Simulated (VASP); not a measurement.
A run of VASP 6.6.1 is set up as follows.

The input INCAR:

```
SYSTEM = Fe
PREC = Accurate
ENCUT = 520
EDIFF = 1E-6
ISMEAR = 0
SIGMA = 0.05
LREAL = .False.
LASPH = .True.
NELM = 150
ALGO = Fast
ISIF = 2
LWAVE = .False.
LCHARG = .False.
ISPIN = 2
MAGMOM = 2.13
LORBIT = 11
LMAXMIX = 4
GGA = CA
NBANDS = 14
```

File KPOINTS:

```
Automatic mesh
0
Gamma
  22 22 22
  0 0 0
```

The input POSCAR:

```
Fe
1.0
   -1.3562710308      1.3562710308      1.3562710308
    1.3562710308     -1.3562710308      1.3562710308
    1.3562710308      1.3562710308     -1.3562710308
Fe
1
Direct
    0.0000000000      0.0000000000      0.0000000000
```

Potentials or basis: VASP PAW LDA potentials, release 64 (Fe).

Command:

```console
$ cat potpaw_LDA.64/Fe/POTCAR > POTCAR
$ mpirun -np 1 vasp_std > vasp.out
```

Q: What does it give for the site moments?

A: Fe +1.84 μB.

Q: Predict the pressure.

A: 10.3 GPa.

Q: Estimate the net moment.

A: 1.87 μB per cell.

Caveat: the cell stands under pressure.
